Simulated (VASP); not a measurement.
Input of a VASP 6.6.1 run:

Contents of INCAR:

```
  PREC = Accurate
  ENCUT = 600
  EDIFF = 1E-6
  ISMEAR = 0
  SIGMA = 0.1
  LREAL = False
  LASPH = True
  NELM = 80
  ALGO = Normal
  ISIF = 3
  LWAVE = False
  LCHARG = False
  GGA = PE
  IBRION = 2
  NSW = 100
  EDIFFG = -0.01
```

KPOINTS

```
Automatic mesh
0
Gamma
  8 8 8
```

POSCAR

```
HfSi3Br4
1.0
    5.8133082056      0.0000000000      0.0000000000
    0.0000000000      5.8133082056      0.0000000000
    0.0000000000      0.0000000000      5.8133082056
Hf Si Br
1 3 4
Direct
    0.0000000000      0.0000000000      0.0000000000
    0.0000000000      0.5000000000      0.5000000000
    0.5000000000      0.0000000000      0.5000000000
    0.5000000000      0.5000000000      0.0000000000
    0.5000000000      0.0000000000      0.0000000000
    0.0000000000      0.5000000000      0.0000000000
    0.0000000000      0.0000000000      0.5000000000
    0.5000000000      0.5000000000      0.5000000000
```

Potentials or basis: VASP PAW PBE potentials, release 64 (Hf_pv, Si, Br).

Launch:

```sh
$ cat potpaw_PBE.64/Hf_pv/POTCAR potpaw_PBE.64/Si/POTCAR potpaw_PBE.64/Br/POTCAR > POTCAR
$ mpirun -np 1 vasp_std > vasp.out
```

(1) Predict the relaxed volume.

(2) What does it give for the relaxed cell?

Results:

(1) 24.61 Å³/atom.

(2) a = 5.818 Å, b = 5.818 Å, c = 5.818 Å, α = 90.00°, β = 90.00°, γ = 90.00°.

Caveat: the highest band is partly filled, so the run has too few bands.
